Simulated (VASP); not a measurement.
Here is a VASP 6.6.1 calculation.

File INCAR:

```
SYSTEM = Mo12S
PREC     = Accurate       ! precision mode
ENCUT    = 520            ! plane-wave cutoff, eV
EDIFF    = 1E-7           ! SCF threshold, eV
ISMEAR   = 0              ! smearing method
SIGMA    = 0.1            ! smearing width, eV
LREAL    = .False.        ! projectors in reciprocal space
LASPH    = .True.         ! aspherical terms in the spheres
NELM     = 100            ! most SCF steps
ALGO     = Normal         ! electronic algorithm
ISIF     = 2              ! what is computed and relaxed
LWAVE    = .False.        ! write WAVECAR
LCHARG   = .False.        ! write CHGCAR
LDIPOL   = .True.       
IDIPOL   = 3            
DIPOL    = 0.5 0.5 0.326
GGA      = PE             ! functional
NBANDS   = 99             ! bands
```

KPOINTS

```
Automatic mesh
0
Gamma
  5 5 1
  0 0 0
```

The input POSCAR:

```
Mo12S
1.0
    5.4740909335      0.0000000000      0.0000000000
   -1.8246969778      5.1610224265      0.0000000000
    0.0000000000      0.0000000000     19.8082441086
Mo S
12 1
Direct
    0.2500000000      0.2500000000      0.2019361221
    0.2500000000      0.7500000000      0.2019361221
    0.7500000000      0.2500000000      0.2019361221
    0.7500000000      0.7500000000      0.2019361221
    0.0000000000      0.0000000000      0.3106875862
    0.0000000000      0.5000000000      0.3106875862
    0.5000000000      0.0000000000      0.3106875862
    0.5000000000      0.5000000000      0.3106875862
    0.2500000000      0.2500000000      0.4194336491
    0.2500000000      0.7500000000      0.4194336491
    0.7500000000      0.2500000000      0.4194336491
    0.7500000000      0.7500000000      0.4194336491
    0.5000000000      0.5000000000      0.5077952599
```

Potentials or basis: VASP PAW PBE potentials, release 64 (Mo_sv, S).

Run with:

```sh
$ cat potpaw_PBE.64/Mo_sv/POTCAR potpaw_PBE.64/S/POTCAR > POTCAR
$ mpirun -np 1 vasp_std > vasp.out
```

Problem. What does it give for the band gap on the k mesh?

Solution. Zero (bands 87 and 88 overlap by 1.42 eV).

Problem. Estimate the largest force.

Solution. 1.187 eV/Å.

Forces on the atoms (eV/Å):
```
Mo  -0.154 -0.218  0.236
Mo  -0.025  0.018 -0.182
Mo   0.025 -0.018 -0.182
Mo   0.154  0.218  0.236
Mo   0.000  0.000 -1.187
Mo   0.000  0.000  0.187
Mo   0.000  0.000  0.187
Mo   0.000  0.000 -0.413
Mo  -0.568 -0.804  0.078
Mo  -0.193  0.136  0.481
Mo   0.193 -0.136  0.481
Mo   0.568  0.804  0.078
S    0.000  0.000  0.000
```
